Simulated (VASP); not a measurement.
# WC in VASP: notebook

WC is run at these levels: LDA; tasks: single point.

Program: VASP 6.6.1. These are calculated values, not measurements. Logs are shortened: lines on timing, memory, paths and dates and some standing lists are left out, and cuts for length are marked.

## 1. The cell of the first run

The cell holds a slab with vacuum, 2 atoms: a = 3.101 Å, b = 3.101 Å, c = 15.266 Å, α = 90.00°, β = 90.00°, γ = 60.00°.

## 2. Single point, LDA

Input file INCAR:

```
PREC = Accurate
ENCUT = 520
EDIFF = 1E-6
ISMEAR = -1
SIGMA = 0.1
LREAL = False
LASPH = True
NELM = 120
ALGO = Normal
ISIF = 2
LWAVE = False
LCHARG = False
LDIPOL = True
IDIPOL = 3
DIPOL = 0.5 0.5 0.500
NBANDS = 16
GGA_COMPAT = False
NELMDL = -8
```

Input file KPOINTS:

```
Automatic mesh
0
Gamma
  6 6 1
```

Input file POSCAR:

```
WC
1.0
    3.1009234508      0.0000000000      0.0000000000
    1.5504617254      2.6854784836      0.0000000000
    0.0000000000      0.0000000000     15.2659466976
W C
1 1
Direct
    0.0000000000      0.0000000000      0.4585369082
    0.6666666667      0.6666666667      0.5414630918
```

Potentials or basis: VASP PAW LDA potentials, release 64 (W_sv, C).

Run with:

```console
> cat potpaw_LDA.64/W_sv/POTCAR potpaw_LDA.64/C/POTCAR > POTCAR
> mpirun -np 1 vasp_std > vasp.out
```

OUTCAR:

```text
PREC = Accurate
   ENCUT = 520
   EDIFF = 1E-6
   ISMEAR = -1
   LREAL = False
   LASPH = True
   NELM = 120
   ISIF = 2
   NELMDL = -8

 ion  position               nearest neighbor table
   1  0.000  0.000  0.459-   2 2.19   2 2.19   2 2.19
   2  0.667  0.667  0.541-   1 2.19   1 2.19   1 2.19

  LATTYP: Found a hexagonal cell.
 ALAT       =     3.1009234508
 C/A-ratio  =     4.9230324256

  Lattice vectors:

 A1 = (  -1.5504617254,  -2.6854784836,   0.0000000000)
 A2 = (   3.1009234508,   0.0000000000,   0.0000000000)
 A3 = (   0.0000000000,   0.0000000000,  15.2659466976)

Analysis of symmetry for initial positions (statically):
=====================================================================
 Subroutine PRICEL returns:
 Original cell was already a primitive cell.

 Routine SETGRP: Setting up the symmetry group for a
 hexagonal supercell.

 Subroutine GETGRP returns: Found  6 space group operations
 (whereof  6 operations were pure point group operations)
 out of a pool of 24 trial point group operations.

The static configuration has the point symmetry C_3v.

Analysis of symmetry for dynamics (positions and initial velocities):
=====================================================================
 Subroutine PRICEL returns:
 Original cell was already a primitive cell.

 Routine SETGRP: Setting up the symmetry group for a
 hexagonal supercell.

 Subroutine GETGRP returns: Found  6 space group operations
 (whereof  6 operations were pure point group operations)
 out of a pool of 24 trial point group operations.

The dynamic configuration has the point symmetry C_3v.

 Subroutine INISYM returns: Found  6 space group operations
 (whereof  6 operations are pure point group operations),
 and found     1 'primitive' translations

----------------------------------------------------------------------------------------

                                     Primitive cell

  volume of cell :     127.1266

  direct lattice vectors                    reciprocal lattice vectors
     3.100923451  0.000000000  0.000000000     0.322484581 -0.186186560  0.000000000
     1.550461725  2.685478484  0.000000000     0.000000000  0.372373119  0.000000000
     0.000000000  0.000000000 15.265946698     0.000000000  0.000000000  0.065505273

  length of vectors
     3.100923451  3.100923451 15.265946698     0.372373119  0.372373119  0.065505273

  position of ions in fractional coordinates (direct lattice)
     0.000000000  0.000000000  0.458536908
     0.666666667  0.666666667  0.541463092

  ion indices of the primitive-cell ions
   primitive index   ion index
                 1           1
                 2           2

----------------------------------------------------------------------------------------

 KPOINTS: Automatic mesh

Automatic generation of k-mesh.
 Grid dimensions read from file:
 generate k-points for:    6    6    1

 Generating k-lattice:

  Cartesian coordinates                     Fractional coordinates (reciprocal lattice)
     0.053747430 -0.031031093  0.000000000     0.166666667  0.000000000  0.000000000
     0.000000000  0.062062187  0.000000000     0.000000000  0.166666667  0.000000000
     0.000000000  0.000000000  0.065505273     0.000000000  0.000000000  1.000000000

  Length of vectors
     0.062062187  0.062062187  0.065505273

  Shift w.r.t. Gamma in fractional coordinates (k-lattice)
     0.000000000  0.000000000  0.000000000

 Subroutine IBZKPT returns following result:
 ===========================================

 Found      7 irreducible k-points:

 Following reciprocal coordinates:
            Coordinates               Weight
  0.000000  0.000000  0.000000      1.000000
  0.166667  0.000000  0.000000      6.000000
  0.333333  0.000000  0.000000      6.000000
  0.500000  0.000000  0.000000      3.000000
  0.333333  0.166667  0.000000      6.000000
  0.500000  0.166667  0.000000     12.000000
 -0.333333  0.333333  0.000000      2.000000
   k-points           NKPTS =      7   k-points in BZ     NKDIM =      7   number of bands    NBANDS=     16
   number of dos      NEDOS =    301   number of ions     NIONS =      2
   total plane-waves  NPLWV =  69120
   dimension x,y,z NGX =    24 NGY =   24 NGZ =  120
   dimension x,y,z NGXF=    48 NGYF=   48 NGZF=  240
   ions per type =               1   1
   NGX,Y,Z   is equivalent  to a cutoff of  12.87, 12.87, 13.07 a.u.
   NGXF,Y,Z  is equivalent  to a cutoff of  25.73, 25.73, 26.14 a.u.
 SYSTEM =  unknown system
   PREC   = accura    normal or accurate (medium, high low for compatibility)
   ISTART =      0    job   : 0-new  1-cont  2-samecut
   ICHARG =      2    charge: 1-file 2-atom 10-const
   ISPIN  =      1    spin polarized calculation?
   LNONCOLLINEAR =      F non collinear calculations
   LSORBIT =      F    spin-orbit coupling
   LASPH  =      T    aspherical Exc in radial PAW
   ENCUT  =  520.0 eV  38.22 Ry    6.18 a.u.   5.77  5.77 28.38*2*pi/ulx,y,z
   NELM   =    120;   NELMIN=  2; NELMDL= -8     # of ELM steps
   EDIFF  = 0.1E-05   stopping-criterion for ELM
   LREAL  =      F    real-space projection
   EDIFFG = 0.1E-04   stopping-criterion for IOM
   NSW    =      0    number of steps for IOM
   IBRION =     -1    ionic relax: 0-MD 1-quasi-New 2-CG
   NFREE  =      0    steps in history (QN), initial steepest desc. (CG)
   ISIF   =      2    stress and relaxation
   ISYM   =      2    0-nonsym 1-usesym 2-fastsym
   POTIM  = 0.5000    time-step for ionic-motion
   TEBEG  =    0.0;   TEEND  =   0.0 temperature during run
   PSTRESS=    0.0 pullay stress
   NELECT =      18.0000    total number of electrons
   NUPDOWN=      -1.0000    fix difference up-down
   EMIN   =  10.00;   EMAX   =-10.00  energy-range for DOS
   EFERMI =   0.00;   METHOD = LEGACY
   ISMEAR =    -1;   SIGMA  =   0.10  broadening in eV -4-tet -1-fermi 0-gaus
   EFERMI_NEDOS =   21; number of points for ismear=-14 and -15
   IALGO  =     38    algorithm
   IMIX   =      4    mixing-type and parameters
     AMIX     =   0.40;   BMIX     =  1.00
     AMIX_MAG =   1.60;   BMIX_MAG =  1.00
  volume/ion in A,a.u.               =      63.56       428.95
  Fermi-wavevector in a.u.,A,eV,Ry     =   0.853271  1.612448  9.906006  0.728071
  Thomas-Fermi vector in A             =   1.969687
   LORBIT       =      0    0 simple, 1 ext, 2 COOP (PROOUT), +10 PAW based schemes
   GGA     = CA    functional components
   LHFCALC =     F    Hartree Fock is set to
   AEXX    =    0.0000 exact exchange contribution
   IVDW    =     0    specifies the selected vdW correction
   LEPSILON=     F    determine dielectric tensor
   LRPA    =     F    only Hartree local field effects (RPA)
 non-spin polarized calculation
  energy-cutoff  :      520.00
  volume of cell :      127.13
 maximum number of plane-waves:      3452
   NGX = 11   NGY = 11   NGZ = 57

 number of electron      18.0000002 magnetization

 dipolmoment           0.000000      0.000000      0.048922 electrons x Angstroem

 Free energy of the ion-electron system (eV)
  ---------------------------------------------------
  ext. energy  EPLUGINS =         0.00000000
  ---------------------------------------------------
  free energy    TOTEN  =       -19.45228377 eV

  energy without entropy =      -19.43500958  energy(sigma->0) =      -19.44364667

 E-fermi :  -2.8385     XC(G=0):  -3.8266

 val. band max:       -3.0659544915   @ k =   0.5000   0.0000   0.0000
 cond. band min:      -2.6503737206   @ k =  -0.3333   0.3333   0.0000
 fundamental gap:      0.4155807709
 Fermi energy:        -2.8384769124

 k-point     1 :       0.0000    0.0000    0.0000
  band No.  band energies     occupation
      1     -76.6437      2.00000
      2     -41.1478      2.00000
      3     -40.7716      2.00000
      4     -40.7716      2.00000
      5     -13.6274      2.00000
      6      -7.2514      2.00000
      7      -4.8447      2.00000
      8      -4.8447      2.00000
      9      -3.6384      1.99933
     10      -1.7363      0.00003
     11      -1.7363      0.00003
     12      -0.7219      0.00000
     13       1.9878      0.00000
     14       2.3155      0.00000
     15       2.3155      0.00000
     16       3.2710      0.00000

 k-point     2 :       0.1667    0.0000    0.0000
  band No.  band energies     occupation
      1     -76.6379      2.00000
      2     -41.1335      2.00000
      3     -40.8731      2.00000
      4     -40.7957      2.00000
      5     -13.2230      2.00000
      6      -6.7459      2.00000
      7      -5.7008      2.00000
      8      -4.5563      2.00000
      9      -3.5532      1.99843
     10      -1.8375      0.00009
     11      -1.7928      0.00006
     12      -0.7413      0.00000
     13       2.2521      0.00000
     14       2.5638      0.00000
     15       2.6752      0.00000
     16       3.8738      0.00000

 k-point     3 :       0.3333    0.0000    0.0000
  band No.  band energies     occupation
      1     -76.6263      2.00000
      2     -41.1063      2.00000
      3     -41.0697      2.00000
      4     -40.8435      2.00000
      5     -12.4424      2.00000
      6      -7.0255      2.00000
      7      -5.1375      2.00000
      8      -4.3974      2.00000
      9      -3.6808      1.99956
     10      -2.0539      0.00078
     11      -0.9173      0.00000
     12      -0.8506      0.00000
     13       2.5672      0.00000
     14       3.1236      0.00000
     15       4.4006      0.00000
     16       5.3763      0.00000

 k-point     4 :       0.5000    0.0000    0.0000
  band No.  band energies     occupation
      1     -76.6204      2.00000
      2     -41.1695      2.00000
      3     -41.0890      2.00000
      4     -40.8673      2.00000
      5     -12.0787      2.00000
      6      -7.3165      2.00000
      7      -5.0144      2.00000
      8      -4.4859      2.00000
      9      -3.0660      1.81353
     10      -1.9448      0.00026
     11      -0.5666      0.00000
     12       0.3085      0.00000
     13       2.0280      0.00000
     14       2.8726      0.00000
     15       5.7094      0.00000
     16       6.6893      0.00000

 k-point     5 :       0.3333    0.1667    0.0000
  band No.  band energies     occupation
      1     -76.6292      2.00000
      2     -41.1122      2.00000
      3     -41.0032      2.00000
      4     -40.8510      2.00000
      5     -12.6244      2.00000
      6      -6.3727      2.00000
      7      -5.9141      2.00000
      8      -4.7106      2.00000
      9      -3.4137      1.99367
     10      -2.0024      0.00047
     11      -1.5588      0.00001
     12      -0.5231      0.00000
     13       2.3620      0.00000
     14       2.9778      0.00000
     15       3.9378      0.00000
     16       4.9199      0.00000

 k-point     6 :       0.5000    0.1667    0.0000
  band No.  band energies     occupation
      1     -76.6204      2.00000
      2     -41.1204      2.00000
      3     -41.0883      2.00000
      4     -40.9193      2.00000
      5     -12.0467      2.00000
      6      -6.8185      2.00000
      7      -5.1106      2.00000
      8      -4.7854      2.00000
      9      -3.3342      1.98603
     10      -2.3788      0.01998
     11      -0.8014      0.00000
     12       0.3998      0.00000
     13       2.3034      0.00000
     14       3.1746      0.00000
     15       5.6687      0.00000
     16       6.5980      0.00000

 k-point     7 :      -0.3333    0.3333    0.0000
  band No.  band energies     occupation
      1     -76.6175      2.00000
      2     -41.0818      2.00000
      3     -41.0619      2.00000
      4     -41.0394      2.00000
      5     -11.8345      2.00000
      6      -6.5179      2.00000
      7      -5.1127      2.00000
      8      -4.4985      2.00000
      9      -3.7842      1.99984
     10      -2.6504      0.26454
     11      -1.0310      0.00000
     12       0.7059      0.00000
     13       3.0687      0.00000
     14       3.1668      0.00000
     15       6.4908      0.00000
     16       6.7173      0.00000

------------------------ aborting loop because EDIFF is reached ----------------------------------------

 vacuum level on the upper side and lower side of the slab       (xc-potential included)         0.504        -0.650

  FORCE on cell =-STRESS in cart. coord.  units (eV):
  Direction    XX          YY          ZZ          XY          YZ          ZX
  --------------------------------------------------------------------------------------
  -------------------------------------------------------------------------------------
  Total       -8.1239419     -8.1239419     -7.9445611      0.0000000     -0.0000000      0.0000000
  in kB     -102.3860824   -102.3860824   -100.1253455      0.0000000     -0.0000000      0.0000000
  external PRESSURE =    -101.6325034 kB  Pullay stress =       0.0000000 kB

 VOLUME and BASIS-vectors are now :
 -----------------------------------------------------------------------------
  energy-cutoff  :      520.00
  volume of cell :      127.13
      direct lattice vectors                 reciprocal lattice vectors
     3.100923451  0.000000000  0.000000000     0.322484581 -0.186186560  0.000000000
     1.550461725  2.685478484  0.000000000     0.000000000  0.372373119  0.000000000
     0.000000000  0.000000000 15.265946698     0.000000000  0.000000000  0.065505273

 POSITION                                       TOTAL-FORCE (eV/Angst)
 -----------------------------------------------------------------------------------
      0.00000      0.00000      7.00000        -0.000000     -0.000000      6.267130
      3.10092      1.79032      8.26595         0.000000      0.000000     -6.267130
 -----------------------------------------------------------------------------------
    total drift:                                0.000000      0.000000     -0.000001

  FREE ENERGIE OF THE ION-ELECTRON SYSTEM (eV)
  ---------------------------------------------------
  free  energy   TOTEN  =       -19.4522837660 eV

  energy  without entropy=      -19.4350095790  energy(sigma->0) =      -19.44364667

 vacuum level on the upper side and lower side of the slab         3.349         2.176
```

Run time: 9.4 s. Hardware: 1 thread of Intel Xeon 6975P-C (Granite Rapids), shared host; peak memory 0.2 GiB.

Results:

```yaml
Free_energy: -19.4523 eV
Largest_force: 6.267 eV/Å
Band_gap_on_the_k_mesh: 0.42 eV, indirect (least direct gap 0.96 eV)
```

Forces in eV/Å, atoms in the order of the input:
```
W    0.000  0.000  6.267
C    0.000  0.000 -6.267
```

Levels at points of the mesh, in eV from the valence-band top:
| k point | band 6 | band 7 | band 8 | band 9 | band 10 | band 11 | band 12 | band 13 |
| --- | --- | --- | --- | --- | --- | --- | --- | --- |
| (0.00, 0.00, 0.00) | -4.19 | -1.78 | -1.78 | -0.57 | 1.33 | 1.33 | 2.34 | 5.05 |
| (0.50, 0.00, 0.00) | -4.25 | -1.95 | -1.42 | 0.00 | 1.12 | 2.50 | 3.37 | 5.09 |

Caveat: spin-orbit coupling is left out, which moves the levels of the heavy elements.

## 3. Single point, LDA

This run uses another cell than the first one: it holds 4 atoms, not 2.

Edit INCAR of step 2 so:

```diff
@@ -15,3 +15,3 @@
 DIPOL = 0.5 0.5 0.500
-NBANDS = 16
+NBANDS = 26
 GGA_COMPAT = False
```

Input file KPOINTS:

```
regular mesh
0
Gamma
  6 6 1
```

Input file POSCAR:

```
WC
1.0
    3.1009234508      0.0000000000      0.0000000000
    1.5504617254      2.6854784836      0.0000000000
    0.0000000000      0.0000000000     17.7978400929
W C
2 2
Direct
    0.0000000000      0.0000000000      0.3933061520
    0.3333333333      0.3333333333      0.5355646160
    0.6666666667      0.6666666667      0.4644353840
    1.0000000000      1.0000000000      0.6066938480
```

Potentials or basis: VASP PAW LDA potentials, release 64 (W_sv, C).

Run with:

```console
> cat potpaw_LDA.64/W_sv/POTCAR potpaw_LDA.64/C/POTCAR > POTCAR
> mpirun -np 1 vasp_std > vasp.out
```

OUTCAR:

```text
PREC = Accurate
   ENCUT = 520
   EDIFF = 1E-6
   ISMEAR = -1
   LREAL = False
   LASPH = True
   NELM = 120
   ISIF = 2
   NELMDL = -8

 ion  position               nearest neighbor table
   1  0.000  0.000  0.393-   3 2.19   3 2.19   3 2.19   2 3.10   2 3.10   2 3.10
   2  0.333  0.333  0.536-   4 2.19   3 2.19   3 2.19   4 2.19   4 2.19   3 2.19   1 3.10   1 3.10
                             1 3.10
   3  0.667  0.667  0.464-   1 2.19   2 2.19   2 2.19   1 2.19   1 2.19   2 2.19
   4  0.000  0.000  0.607-   2 2.19   2 2.19   2 2.19

  LATTYP: Found a hexagonal cell.
 ALAT       =     3.1009234508
 C/A-ratio  =     5.7395290065

  Lattice vectors:

 A1 = (  -1.5504617254,  -2.6854784836,   0.0000000000)
 A2 = (   3.1009234508,   0.0000000000,   0.0000000000)
 A3 = (   0.0000000000,   0.0000000000,  17.7978400929)

Analysis of symmetry for initial positions (statically):
=====================================================================
 Subroutine PRICEL returns:
 Original cell was already a primitive cell.

 Routine SETGRP: Setting up the symmetry group for a
 hexagonal supercell.

 Subroutine GETGRP returns: Found  6 space group operations
[... 160 lines left out ...]

 k-point     1 :       0.0000    0.0000    0.0000
  band No.  band energies     occupation
      1     -75.2693      2.00000
      2     -75.0984      2.00000
      3     -39.8490      2.00000
      4     -39.5583      2.00000
      5     -39.5583      2.00000
      6     -39.5378      2.00000
[... 192 lines left out ...]
     25       4.5163      0.00000
     26       5.9174      0.00000

------------------------ aborting loop because EDIFF is reached ----------------------------------------

 vacuum level on the upper side and lower side of the slab       (xc-potential included)         0.536        -0.841

  FORCE on cell =-STRESS in cart. coord.  units (eV):
  Direction    XX          YY          ZZ          XY          YZ          ZX
  --------------------------------------------------------------------------------------
  -------------------------------------------------------------------------------------
  Total      -10.8270670    -10.8270670     -8.9772320      0.0000000     -0.0000000      0.0000000
  in kB     -117.0419051   -117.0419051    -97.0449653      0.0000000     -0.0000000      0.0000000
  external PRESSURE =    -110.3762585 kB  Pullay stress =       0.0000000 kB

 VOLUME and BASIS-vectors are now :
 -----------------------------------------------------------------------------
  energy-cutoff  :      520.00
  volume of cell :      148.21
      direct lattice vectors                 reciprocal lattice vectors
     3.100923451  0.000000000  0.000000000     0.322484581 -0.186186560  0.000000000
     1.550461725  2.685478484  0.000000000     0.000000000  0.372373119  0.000000000
     0.000000000  0.000000000 17.797840093     0.000000000  0.000000000  0.056186593

 POSITION                                       TOTAL-FORCE (eV/Angst)
 -----------------------------------------------------------------------------------
      0.00000      0.00000      7.00000        -0.000000      0.000000      2.751981
      1.55046      0.89516      9.53189         0.000000      0.000000      3.123829
      3.10092      1.79032      8.26595        -0.000000     -0.000000     -2.154618
      0.00000      0.00000     10.79784        -0.000000     -0.000000     -3.721192
 -----------------------------------------------------------------------------------
    total drift:                                0.000000      0.000000     -0.000159

  FREE ENERGIE OF THE ION-ELECTRON SYSTEM (eV)
  ---------------------------------------------------
  free  energy   TOTEN  =       -43.4249555549 eV

  energy  without entropy=      -43.3426100406  energy(sigma->0) =      -43.38378280

 vacuum level on the upper side and lower side of the slab         5.641         4.194
```

OSZICAR:

```text
N       E                     dE             d eps       ncg     rms          rms(c)
DAV:   1     0.329810988551E+03    0.32981E+03   -0.21227E+04   436   0.125E+03
DAV:   2    -0.317058294329E+02   -0.36152E+03   -0.35247E+03   440   0.361E+02
DAV:   3    -0.502287590846E+02   -0.18523E+02   -0.18146E+02   478   0.799E+01
[... 20 lines left out ...]
DAV:  24    -0.434249124025E+02   -0.21095E-04   -0.66772E-07   318   0.415E-03    0.158E-03
DAV:  25    -0.434249468945E+02   -0.34492E-04   -0.21983E-06   326   0.476E-03    0.108E-03
DAV:  26    -0.434249522302E+02   -0.53357E-05   -0.22063E-07   286   0.252E-03    0.516E-04
DAV:  27    -0.434249551069E+02   -0.28767E-05   -0.25618E-07   290   0.250E-03    0.536E-04
DAV:  28    -0.434249555549E+02   -0.44801E-06   -0.53196E-08   254   0.152E-03
   1 F= -.43424956E+02 E0= -.43383783E+02  d E =-.823455E-01
```

Wall time 20 s (1 thread of Intel Xeon 6975P-C (Granite Rapids), shared host); peak memory 0.21 GiB.

Results:

| Quantity | Value |
| --- | --- |
| Free energy | -43.4250 eV |
| Largest force | 3.721 eV/Å |
| Band gap on the k mesh | zero (band 18 reaches -1.02 eV, above the bottom of band 19 at -1.43 eV) |

Forces in eV/Å, atoms in the order of the input:
```
W    0.000  0.000  2.752
W    0.000  0.000  3.124
C    0.000  0.000 -2.155
C    0.000  0.000 -3.721
```

Caveat: the k points lie up to 0.39 Å⁻¹ apart; spin-orbit coupling is left out, which moves the levels of the heavy elements.

[end of part 1 of 2]
